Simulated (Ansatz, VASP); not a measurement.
Two plane-wave programs on SnSe4

```
Sn Se
1.0
     4.52846    0.00000    0.00000
    -2.26423    3.92176    0.00000
     0.00000    0.00000   11.24757
Sn Se
1 4
Direct
  0.00000 0.00000 0.50000
  0.33333 0.66667 0.00000
  0.66667 0.33333 0.00000
  0.00000 0.00000 0.70717
  0.00000 0.00000 0.29283
```

Alike in both runs: functional PBE; k mesh 12 × 12 × 4; occupations gaussian, width 0.1 eV; no spin polarisation.

Ansatz relaxed the structure, and its values are those at the end. VASP's run is a single point on that final structure, the one shown.

|  | VASP | Ansatz |
| --- | --- | --- |
| version | VASP 6.6.1 | Ansatz 0.2.0 |
| potentials or method | VASP PAW PBE potentials, release 64 (Sn_d, Se), cutoff 520 eV | scalar-relativistic, plane waves, PAW |
| valence electrons in the cell | 38 | 78 |

|  | VASP | Ansatz | Ansatz less VASP |
| --- | --- | --- | --- |
| gap on the k mesh at the Fermi level (eV) | none | none | - |
| pressure (GPa) | 0.0 | 0.0 | +0.02 |
| rms of the force components (eV/Å) | 0.005 | 0.001 | -0.0044 |

A gap of «none» marks a metal or a gap that the smearing closes. The functional is the same, so the differences come from potentials, cutoffs and numerics. VASP's potentials hold 38 valence electrons a cell and Ansatz's 78, so a difference there can come from the potentials and not from the codes.
